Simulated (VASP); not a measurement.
## CoO: single point with PBE+U

CoO:

```
CELL_PARAMETERS angstrom
1.42815 2.47363 0.00000
-4.28445 2.47363 0.00000
0.00000 0.00000 2.78761
ATOMIC_POSITIONS crystal
Co 0.00000 0.00000 0.00000
Co 0.50000 0.50000 0.00000
O 0.50000 0.83333 0.50000
O 0.00000 0.33333 0.50000
```

```
Program             : VASP 6.6.1
Task                : single point
Functional          : PBE
Potentials or basis : VASP PAW PBE potentials, release 64 (Co, O)
Cutoff              : 520 eV
k mesh              : 7 × 4 × 7
Occupations         : gaussian, width 0.05 eV
Spin                : collinear spin, antiferromagnetic start
Starting moments    : [2.0, -2.0, 0.0, 0.0] μB
Hubbard terms       : Co d U = 4.0 eV
```

* Pressure: -0.6 GPa
* Largest force: 0.201 eV/Å
* Band gap on the k mesh: 1.40 eV
* Net moment: 0.00 μB per cell
* Site moments: Co +2.68, -2.68; O +0.08, -0.08 μB
* Valence electrons inside the program's atomic spheres: Co 7.78; O 4.99

Forces on the atoms (eV/Å):
```
Co   0.174 -0.101  0.000
Co   0.174 -0.101  0.000
O   -0.174  0.101  0.000
O   -0.174  0.101  0.000
```

Stress tensor (GPa, compression positive):
```
  4.42   1.45   0.00
  1.45   6.10   0.00
  0.00   0.00 -12.31
```

Levels at points of the mesh, in eV from the valence-band top:
Spin up:
```tsv
k point	band 11	band 12	band 13	band 14	band 15	band 16	band 17	band 18	band 19	band 20
(0.00, 0.00, 0.00)	-2.27	-1.76	-1.35	-1.27	0.00	1.46	2.47	2.59	3.19	6.21
(0.00, 0.50, 0.00)	-2.46	-2.41	-1.11	-1.07	-0.42	2.29	2.59	3.15	3.91	4.27
```
Spin down:
| k point | band 12 | band 13 | band 14 | band 15 | band 16 | band 17 | band 18 | band 19 |
| --- | --- | --- | --- | --- | --- | --- | --- | --- |
| (0.00, 0.00, 0.00) | -1.76 | -1.35 | -1.27 | 0.00 | 1.46 | 2.47 | 2.59 | 3.19 |
| (0.00, 0.50, 0.00) | -2.41 | -1.11 | -1.07 | -0.42 | 2.29 | 2.59 | 3.15 | 3.91 |

Eigenvalues of the final occupation matrices:
| site | spin | trace | eigenvalues |
| --- | --- | --- | --- |
| site 1 d | 1 | 4.90 | 0.96 0.97 0.97 1.00 1.00 |
| site 1 d | 2 | 2.24 | 0.07 0.13 0.13 0.96 0.96 |
| site 2 d | 1 | 2.24 | 0.07 0.13 0.13 0.96 0.96 |
| site 2 d | 2 | 4.90 | 0.96 0.97 0.97 1.00 1.00 |

It took 2.9 min on 1 thread of Intel Xeon 8259CL, with other jobs on the host, peak memory 0.22 GiB.

Caveat: an odd mesh through Γ misses points on the zone boundary, where band edges can lie. The state reached can hang on the start; a lower one may exist.
